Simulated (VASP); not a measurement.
LiY3, 4 atoms in the cell. The typed cell holds 4 atoms: a = 5.515 Å, b = 5.515 Å, c = 5.515 Å, α = 60.00°, β = 60.00°, γ = 60.00°. 

```yaml
Program: VASP 6.6.1
Task: single point
Functional: PBEsol
Potentials_or_basis: VASP PAW PBE potentials, release 64 (Y_sv, Li_sv)
Cutoff: 520 eV
k_mesh: 4 × 4 × 4
Occupations: fermi-dirac, width 0.025 eV
Spin: no spin polarisation
Dipole_correction: no
Further_INCAR_settings: ALGO = Normal; EDIFF = 1e-07; NBANDS = 26
```

Potentials or basis: VASP PAW PBE potentials, release 64 (Y_sv, Li_sv).

The run is started by

```console
$ cat potpaw_PBE.64/Y_sv/POTCAR potpaw_PBE.64/Li_sv/POTCAR > POTCAR
$ mpirun -np 1 vasp_std > vasp.out
```

Hardware: 1 thread of Intel(R) Xeon(R) Platinum 8488C (Sapphire Rapids), on a shared host.

Question: Estimate the wall time of this run.

Answer: Wall time 100 s on 1 thread of Intel(R) Xeon(R) Platinum 8488C (Sapphire Rapids) (shared host), peak memory 0.3 GiB. Counts: scf iterations 15, k points 36.
